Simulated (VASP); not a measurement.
Here is a VASP 6.6.1 calculation.

Contents of INCAR:

```
SYSTEM = LiCl
PREC = Accurate
ENCUT = 520
EDIFF = 1E-6
ISMEAR = -1
SIGMA = 0.02
LREAL = .FALSE.
LASPH = .TRUE.
NELM = 60
ALGO = Normal
ISIF = 2
LWAVE = .FALSE.
LCHARG = .FALSE.
GGA = PE
NBANDS = 12
```

The input KPOINTS:

```
regular mesh
0
G
  8 8 8
  0 0 0
```

The input POSCAR:

```
LiCl
1.0
    0.0000000000      2.5560252063      2.5560252063
    2.5560252063      0.0000000000      2.5560252063
    2.5560252063      2.5560252063      0.0000000000
Li Cl
1 1
Direct
    0.0000000000      0.0000000000      0.0000000000
    0.5000000000      0.5000000000      0.5000000000
```

Potentials or basis: VASP PAW PBE potentials, release 64 (Li_sv, Cl).

The run is started by

```console
$ cat potpaw_PBE.64/Li_sv/POTCAR potpaw_PBE.64/Cl/POTCAR > POTCAR
$ mpirun -np 1 vasp_std > vasp.out
```

Q: What does it give for the band gap on the k mesh?

A: 6.40 eV, direct.

 Expect the measured gap to be larger: semilocal functionals such as PBE lack the derivative discontinuity.
